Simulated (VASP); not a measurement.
Set up this calculation in VASP 6.6.1, as the native input.

- Task: relaxation of cell and atoms
- Functional: PBE
- Potentials or basis: VASP PAW PBE potentials, release 64 (Al, Si, B)
- Cutoff: 600 eV
- k mesh: 12 × 12 × 10
- Occupations: gaussian, width 0.1 eV
- Spin: no spin polarisation
- Dipole correction: no
- Further INCAR settings: ALGO = Normal; EDIFF = 1e-06; IBRION = 2; EDIFFG = -0.01; NSW = 100; ISIF = 3

The structure of Al3Si2B lies in POSCAR:

```
Al3Si2B
1.0
    5.4110875370      0.0000000000      0.0000000000
   -2.7055437685      4.6861392692      0.0000000000
    0.0000000000      0.0000000000      4.1174834821
Al Si B
3 2 1
Direct
    0.5000000000      0.0000000000      0.0000000000
    0.0000000000      0.5000000000      0.0000000000
    0.5000000000      0.5000000000      0.0000000000
    0.3333333333      0.6666666667      0.5000000000
    0.6666666667      0.3333333333      0.5000000000
    0.0000000000      0.0000000000      0.5000000000
```

The cell was generated, and may not be a known phase.

The input as run:

INCAR

```
SYSTEM = Al3Si2B
PREC     = Accurate       ! precision mode
ENCUT    = 600            ! plane-wave cutoff, eV
EDIFF    = 1E-6           ! SCF threshold, eV
ISMEAR   = 0              ! smearing method
SIGMA    = 0.1            ! smearing width, eV
LREAL    = .False.        ! projectors in reciprocal space
LASPH    = .True.         ! aspherical terms in the spheres
NELM     = 60             ! most SCF steps
ALGO     = Normal         ! electronic algorithm
ISIF     = 3              ! what is computed and relaxed
LWAVE    = .False.        ! write WAVECAR
LCHARG   = .False.        ! write CHGCAR
GGA      = PE             ! functional
IBRION   = 2              ! ionic algorithm
NSW      = 100            ! ionic steps
EDIFFG   = -0.01          ! ionic threshold
```

KPOINTS

```
Automatic mesh
0
Gamma
  12 12 10
  0 0 0
```

Potentials or basis: VASP PAW PBE potentials, release 64 (Al, Si, B).

Launch:

```console
$ cat potpaw_PBE.64/Al/POTCAR potpaw_PBE.64/Si/POTCAR potpaw_PBE.64/B/POTCAR > POTCAR
$ mpirun -np 1 vasp_std > vasp.out
```

It gave:

```
Relaxed volume                        : 17.40 Å³/atom
Relaxed cell                          : a = 5.413 Å, b = 5.413 Å, c = 4.114 Å, α = 90.00°, β = 90.00°, γ = 120.00°
Space group after relaxing (to 0.1 Å) : P6/mmm (No. 191)
Energy gained by relaxing             : 0.0 meV/atom
Ionic steps                           : 2
Pressure after relaxing               : 0.0 GPa
```

Caveat: the highest band is partly filled, so the run has too few bands.

Wall time 6.4 min on 1 thread of Intel Xeon 8259CL (shared host), peak memory 0.43 GiB.
